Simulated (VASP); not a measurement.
Input of a VASP 6.6.1 run:

File INCAR:

```
  PREC = Accurate
  ENCUT = 520
  EDIFF = 1E-7
  ISMEAR = -1
  SIGMA = 0.05
  LREAL = F
  LASPH = T
  NELM = 80
  ALGO = Normal
  ISIF = 2
  LWAVE = F
  LCHARG = F
  GGA = PE
  NBANDS = 29
```

Contents of KPOINTS:

```
Automatic mesh
0
Gamma
  7 7 7
```

POSCAR

```
TiPt3
1.0
    3.9228086992      0.0000000000      0.0000000000
    0.0000000000      3.9228086992      0.0000000000
    0.0000000000      0.0000000000      3.9228086992
Pt Ti
3 1
Direct
    0.5000000000      0.5000000000      0.0000000000
    0.5000000000      0.0000000000      0.5000000000
    0.0000000000      0.5000000000      0.5000000000
    0.0000000000      0.0000000000      0.0000000000
```

Potentials or basis: VASP PAW PBE potentials, release 64 (Pt, Ti_sv).

Launch:

```sh
$ cat potpaw_PBE.64/Pt/POTCAR potpaw_PBE.64/Ti_sv/POTCAR > POTCAR
$ mpirun -np 1 vasp_std > vasp.out
```

**Question.** Estimate the pressure.

**Answer.** 4.4 GPa.

**Question.** Estimate the band gap on the k mesh.

**Answer.** Zero (bands 21 and 22 overlap by 1.46 eV).

Caveat: the cell stands under pressure; spin-orbit coupling is left out, which moves the levels of the heavy elements.
